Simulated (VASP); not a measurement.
# CdF4 (Im-3m) in VASP: a series of runs

Runs on CdF4. Level: PBE. Tasks: single point, relaxation of cell and atoms.

All numbers are computed with VASP 6.6.1; they aren't measurements. Logs are shortened: lines on timing, memory, paths and dates and some standing lists are left out, and cuts for length are marked.

## 1. The cell of the first run

Symmetry: Im-3m, No. 229, cubic system. The conventional cell has a = 5.235 Å, b = 5.235 Å, c = 5.235 Å, α = 90.00°, β = 90.00°, γ = 90.00°. Within 3.0 Å of Cd (site symmetry m-3m) lie 8 F at 2.27 Å. F (site symmetry -3m) has 2 Cd at 2.27 Å and 6 F at 2.62 Å within 3.0 Å.

## 2. Single point, PBE

Input file INCAR:

```
PREC     = Accurate       # precision mode
ENCUT    = 520            # plane-wave cutoff, eV
EDIFF    = 1E-7           # SCF threshold, eV
ISMEAR   = 0              # smearing method
SIGMA    = 0.1            # smearing width, eV
LREAL    = F              # projectors in reciprocal space
LASPH    = T              # aspherical terms in the spheres
NELM     = 100            # most SCF steps
ALGO     = Normal         # electronic algorithm
ISIF     = 2              # what is computed and relaxed
LWAVE    = F              # write WAVECAR
LCHARG   = F              # write CHGCAR
GGA      = PE             # functional
NBANDS   = 28             # bands
```

Input file KPOINTS:

```
Automatic mesh
0
Gamma
  10 10 10
```

Input file POSCAR:

```
CdF4
1.0
   -2.6174960868      2.6174960868      2.6174960868
    2.6174960868     -2.6174960868      2.6174960868
    2.6174960868      2.6174960868     -2.6174960868
Cd F
1 4
Direct
    0.0000000000      0.0000000000      0.0000000000
    0.5000000000      0.5000000000      0.5000000000
    0.0000000000      0.0000000000      0.5000000000
    0.0000000000      0.5000000000      0.0000000000
    0.5000000000      0.0000000000      0.0000000000
```

Potentials or basis: VASP PAW PBE potentials, release 64 (Cd, F).

On the command line:

```bash
> cat potpaw_PBE.64/Cd/POTCAR potpaw_PBE.64/F/POTCAR > POTCAR
> mpirun -np 1 vasp_std > vasp.out
```

OUTCAR:

```text
PREC = Accurate
   ENCUT = 520
   EDIFF = 1E-7
   ISMEAR = 0
   LREAL = F
   LASPH = T
   NELM = 100
   ISIF = 2
   GGA = PE

 ion  position               nearest neighbor table
   1  0.000  0.000  0.000-   2 2.27   3 2.27   4 2.27   5 2.27   3 2.27   4 2.27   5 2.27   2 2.27

   2  0.500  0.500  0.500-   1 2.27   1 2.27
   3  0.000  0.000  0.500-   1 2.27   1 2.27
   4  0.000  0.500  0.000-   1 2.27   1 2.27
   5  0.500  0.000  0.000-   1 2.27   1 2.27

  LATTYP: Found a body centered cubic cell.
 ALAT       =     5.2349921736

  Lattice vectors:

 A1 = (  -2.6174960868,   2.6174960868,   2.6174960868)
 A2 = (   2.6174960868,  -2.6174960868,   2.6174960868)
 A3 = (   2.6174960868,   2.6174960868,  -2.6174960868)

Analysis of symmetry for initial positions (statically):
=====================================================================
 Subroutine PRICEL returns:
 Original cell was already a primitive cell.

 Routine SETGRP: Setting up the symmetry group for a
 body centered cubic supercell.

 Subroutine GETGRP returns: Found 48 space group operations
 (whereof 48 operations were pure point group operations)
 out of a pool of 48 trial point group operations.

The static configuration has the point symmetry O_h .

Analysis of symmetry for dynamics (positions and initial velocities):
=====================================================================
 Subroutine PRICEL returns:
 Original cell was already a primitive cell.

 Routine SETGRP: Setting up the symmetry group for a
 body centered cubic supercell.

 Subroutine GETGRP returns: Found 48 space group operations
 (whereof 48 operations were pure point group operations)
 out of a pool of 48 trial point group operations.

The dynamic configuration has the point symmetry O_h .

 Subroutine INISYM returns: Found 48 space group operations
 (whereof 48 operations are pure point group operations),
 and found     1 'primitive' translations

----------------------------------------------------------------------------------------

                                     Primitive cell

  volume of cell :      71.7329

  direct lattice vectors                    reciprocal lattice vectors
    -2.617496087  2.617496087  2.617496087     0.000000000  0.191022253  0.191022253
     2.617496087 -2.617496087  2.617496087     0.191022253  0.000000000  0.191022253
     2.617496087  2.617496087 -2.617496087     0.191022253  0.191022253  0.000000000

  length of vectors
     4.533636211  4.533636211  4.533636211     0.270146261  0.270146261  0.270146261

  position of ions in fractional coordinates (direct lattice)
     0.000000000  0.000000000  0.000000000
     0.500000000  0.500000000  0.500000000
     0.000000000  0.000000000  0.500000000
     0.000000000  0.500000000  0.000000000
     0.500000000  0.000000000  0.000000000

  ion indices of the primitive-cell ions
   primitive index   ion index
                 1           1
                 2           2
                 3           3
                 4           4
                 5           5

----------------------------------------------------------------------------------------

 KPOINTS: Automatic mesh

Automatic generation of k-mesh.
 Grid dimensions read from file:
 generate k-points for:   10   10   10

 Generating k-lattice:

  Cartesian coordinates                     Fractional coordinates (reciprocal lattice)
     0.000000000  0.019102225  0.019102225     0.100000000  0.000000000  0.000000000
     0.019102225  0.000000000  0.019102225     0.000000000  0.100000000  0.000000000
     0.019102225  0.019102225  0.000000000     0.000000000  0.000000000  0.100000000

  Length of vectors
     0.027014626  0.027014626  0.027014626

  Shift w.r.t. Gamma in fractional coordinates (k-lattice)
     0.000000000  0.000000000  0.000000000

 Subroutine IBZKPT returns following result:
 ===========================================

 Found     47 irreducible k-points:

 Following reciprocal coordinates:
            Coordinates               Weight
  0.000000  0.000000  0.000000      1.000000
  0.100000  0.000000  0.000000     12.000000
  0.200000  0.000000  0.000000     12.000000
  0.300000  0.000000  0.000000     12.000000
  0.400000  0.000000  0.000000     12.000000
  0.500000  0.000000  0.000000      6.000000
[... 16 lines left out ...]
  0.300000  0.300000  0.100000      8.000000
 -0.300000  0.300000  0.100000     24.000000
 [... further k-points ...]
   k-points           NKPTS =     47   k-points in BZ     NKDIM =     47   number of bands    NBANDS=     28
   number of dos      NEDOS =    301   number of ions     NIONS =      5
   total plane-waves  NPLWV =  46656
   dimension x,y,z NGX =    36 NGY =   36 NGZ =   36
   dimension x,y,z NGXF=    72 NGYF=   72 NGZF=   72
   ions per type =               1   4
   NGX,Y,Z   is equivalent  to a cutoff of  13.20, 13.20, 13.20 a.u.
   NGXF,Y,Z  is equivalent  to a cutoff of  26.40, 26.40, 26.40 a.u.
 SYSTEM =  unknown system
   PREC   = accura    normal or accurate (medium, high low for compatibility)
   ISTART =      0    job   : 0-new  1-cont  2-samecut
   ICHARG =      2    charge: 1-file 2-atom 10-const
   ISPIN  =      1    spin polarized calculation?
   LNONCOLLINEAR =      F non collinear calculations
   LSORBIT =      F    spin-orbit coupling
   LASPH  =      T    aspherical Exc in radial PAW
   ENCUT  =  520.0 eV  38.22 Ry    6.18 a.u.   8.43  8.43  8.43*2*pi/ulx,y,z
   NELM   =    100;   NELMIN=  2; NELMDL= -5     # of ELM steps
   EDIFF  = 0.1E-06   stopping-criterion for ELM
   LREAL  =      F    real-space projection
   EDIFFG = 0.1E-05   stopping-criterion for IOM
   NSW    =      0    number of steps for IOM
   IBRION =     -1    ionic relax: 0-MD 1-quasi-New 2-CG
   NFREE  =      0    steps in history (QN), initial steepest desc. (CG)
   ISIF   =      2    stress and relaxation
   ISYM   =      2    0-nonsym 1-usesym 2-fastsym
   POTIM  = 0.5000    time-step for ionic-motion
   TEBEG  =    0.0;   TEEND  =   0.0 temperature during run
   PSTRESS=    0.0 pullay stress
   NELECT =      40.0000    total number of electrons
   NUPDOWN=      -1.0000    fix difference up-down
   EMIN   =  10.00;   EMAX   =-10.00  energy-range for DOS
   EFERMI =   0.00;   METHOD = LEGACY
   ISMEAR =     0;   SIGMA  =   0.10  broadening in eV -4-tet -1-fermi 0-gaus
   EFERMI_NEDOS =   21; number of points for ismear=-14 and -15
   IALGO  =     38    algorithm
   IMIX   =      4    mixing-type and parameters
     AMIX     =   0.40;   BMIX     =  1.00
     AMIX_MAG =   1.60;   BMIX_MAG =  1.00
  volume/ion in A,a.u.               =      14.35        96.82
  Fermi-wavevector in a.u.,A,eV,Ry     =   1.347479  2.546367 24.704107  1.815701
  Thomas-Fermi vector in A             =   2.475227
   LORBIT       =      0    0 simple, 1 ext, 2 COOP (PROOUT), +10 PAW based schemes
   GGA     = PE    functional components
   LHFCALC =     F    Hartree Fock is set to
   AEXX    =    0.0000 exact exchange contribution
   IVDW    =     0    specifies the selected vdW correction
   LEPSILON=     F    determine dielectric tensor
   LRPA    =     F    only Hartree local field effects (RPA)
 non-spin polarized calculation
 Gauss-broadening in eV      SIGMA  =   0.10
  energy-cutoff  :      520.00
  volume of cell :       71.73
 maximum number of plane-waves:      1961
 NGX is ok and might be reduce to    36
   NGX = 17   NGY = 17   NGZ = 17

 number of electron      39.9999978 magnetization

 Free energy of the ion-electron system (eV)
  ---------------------------------------------------
  ext. energy  EPLUGINS =         0.00000000
  ---------------------------------------------------
  free energy    TOTEN  =       -12.82794870 eV

  energy without entropy =      -12.76950369  energy(sigma->0) =      -12.79872620

 E-fermi :  -3.6951     XC(G=0):  -9.1748

 val. band max:       -3.6983628758   @ k =   0.2000   0.2000   0.0000
 cond. band min:      -3.6928943447   @ k =   0.5000   0.5000   0.4000
 fundamental gap:      0.0054685311
 Fermi energy:        -3.6951067474

 k-point     1 :       0.0000    0.0000    0.0000
  band No.  band energies     occupation
      1     -24.2492      2.00000
      2     -23.4763      2.00000
      3     -23.4763      2.00000
      4     -23.4763      2.00000
      5      -8.3076      2.00000
      6      -8.3076      2.00000
[... 20 lines left out ...]
     27      12.0572      0.00000
     28      12.0572      0.00000

 k-point     2 :       0.1000    0.0000    0.0000
  band No.  band energies     occupation
      1     -24.2278      2.00000
      2     -23.4913      2.00000
      3     -23.4774      2.00000
      4     -23.4726      2.00000
      5      -8.3271      2.00000
      6      -8.3212      2.00000
[... 20 lines left out ...]
     27      12.1123      0.00000
     28      12.3899      0.00000

 k-point     3 :       0.2000    0.0000    0.0000
  band No.  band energies     occupation
      1     -24.1662      2.00000
      2     -23.5377      2.00000
      3     -23.4815      2.00000
      4     -23.4638      2.00000
      5      -8.6544      2.00000
      6      -8.5505      2.00000
[... 20 lines left out ...]
     27      12.3510      0.00000
     28      13.0826      0.00000

 k-point     4 :       0.3000    0.0000    0.0000
  band No.  band energies     occupation
      1     -24.0720      2.00000
      2     -23.6132      2.00000
      3     -23.4860      2.00000
      4     -23.4525      2.00000
      5      -8.9978      2.00000
      6      -8.8618      2.00000
[... 20 lines left out ...]
     27      12.7854      0.00000
     28      13.8682      0.00000

 k-point     5 :       0.4000    0.0000    0.0000
  band No.  band energies     occupation
      1     -23.9583      2.00000
      2     -23.7113      2.00000
      3     -23.4899      2.00000
      4     -23.4436      2.00000
      5      -9.2260      2.00000
      6      -9.0792      2.00000
[... 20 lines left out ...]
     27      13.2651      0.00000
     28      14.5585      0.00000

 k-point     6 :       0.5000    0.0000    0.0000
  band No.  band energies     occupation
      1     -23.8622      2.00000
      2     -23.8018      2.00000
      3     -23.4917      2.00000
      4     -23.4405      2.00000
      5      -9.3053      2.00000
      6      -9.1564      2.00000
[... 463 lines left out ...]
      5      -9.1869      2.00000
      6      -8.9454      2.00000
[... 20 lines left out ...]
     27      13.5694      0.00000
     28      14.1914      0.00000

 k-point    22 :      -0.2000    0.2000    0.1000
  band No.  band energies     occupation
      1     -24.1474      2.00000
      2     -23.5496      2.00000
      3     -23.5329      2.00000
      4     -23.4096      2.00000
      5      -8.6681      2.00000
      6      -8.6009      2.00000
[... 20 lines left out ...]
     27      11.6347      0.00000
     28      13.7511      0.00000

 k-point    23 :       0.3000    0.3000    0.1000
  band No.  band energies     occupation
      1     -23.7289      2.00000
      2     -23.6957      2.00000
      3     -23.6957      2.00000
      4     -23.4852      2.00000
      5      -9.0408      2.00000
      6      -9.0408      2.00000
[... 20 lines left out ...]
     27      13.5742      0.00000
     28      13.8267      0.00000

 k-point    24 :      -0.3000    0.3000    0.1000
  band No.  band energies     occupation
      1     -24.0567      2.00000
      2     -23.6201      2.00000
      3     -23.5534      2.00000
      4     -23.3820      2.00000
      5      -9.0060      2.00000
      6      -8.8871      2.00000
[... 20 lines left out ...]
     27      12.0930      0.00000
     28      14.3795      0.00000

 [... further k-points ...]
[... 5 lines left out ...]
  --------------------------------------------------------------------------------------
  -------------------------------------------------------------------------------------
  Total        0.1930953      0.1930953      0.1930953     -0.0000000     -0.0000000      0.0000000
  in kB        4.3128491      4.3128491      4.3128491     -0.0000000     -0.0000000      0.0000000
  external PRESSURE =       4.3128491 kB  Pullay stress =       0.0000000 kB

 VOLUME and BASIS-vectors are now :
 -----------------------------------------------------------------------------
  energy-cutoff  :      520.00
  volume of cell :       71.73
      direct lattice vectors                 reciprocal lattice vectors
    -2.617496087  2.617496087  2.617496087     0.000000000  0.191022253  0.191022253
     2.617496087 -2.617496087  2.617496087     0.191022253  0.000000000  0.191022253
     2.617496087  2.617496087 -2.617496087     0.191022253  0.191022253  0.000000000

 POSITION                                       TOTAL-FORCE (eV/Angst)
 -----------------------------------------------------------------------------------
      0.00000      0.00000      0.00000         0.000000     -0.000000     -0.000000
      1.30875      1.30875      1.30875         0.000000      0.000000      0.000000
      1.30875      1.30875     -1.30875        -0.000000     -0.000000     -0.000000
      1.30875     -1.30875      1.30875         0.000000     -0.000000      0.000000
     -1.30875      1.30875      1.30875        -0.000000     -0.000000      0.000000
 -----------------------------------------------------------------------------------
    total drift:                               -0.000000     -0.000000      0.000000

  FREE ENERGIE OF THE ION-ELECTRON SYSTEM (eV)
  ---------------------------------------------------
  free  energy   TOTEN  =       -12.8279487039 eV

  energy  without entropy=      -12.7695036894  energy(sigma->0) =      -12.79872620
```

Run time: 57 s. Hardware: 1 thread of AMD EPYC 9R45 (Zen 5), shared host; peak memory 0.21 GiB.

Results:

```yaml
Free_energy: -12.8279 eV
Pressure: 0.4 GPa
Band_gap_on_the_k_mesh: zero (band 20 reaches -3.45 eV, above the bottom of band 21 at -4.23 eV)
```

[end of part 1 of 2]
